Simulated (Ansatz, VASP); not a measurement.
One calculation of Zn, two programs

```
Zn
1.0
     2.63563    0.00000    0.00000
    -1.31781    2.28252    0.00000
     0.00000    0.00000   21.09250
Zn
3
Direct
  0.00000 0.00000 0.38316
  0.33333 0.66667 0.50000
  0.00000 0.00000 0.61684
```

Alike in both runs: functional PBE; k mesh 16 × 16 × 1; occupations fermi-dirac, width 0.08 eV; no spin polarisation.

Ansatz relaxed the structure, and its values are those at the end. VASP's run is a single point on that final structure, the one shown.

```csv
,VASP,Ansatz
version,VASP 6.6.1,Ansatz 0.2.0
potentials or method,"VASP PAW PBE potentials, release 64 (Zn)","PAW with Ansatz's default frozen-core files, scalar-relativistic"
plane-wave cutoff (eV),520,420
valence electrons in the cell,36,36
```

```tsv
	VASP	Ansatz	Ansatz less VASP
rms of the force components (eV/Å)	0.003	0.000	-0.0034
```

Ansatz's warnings: stress scf threshold loose.
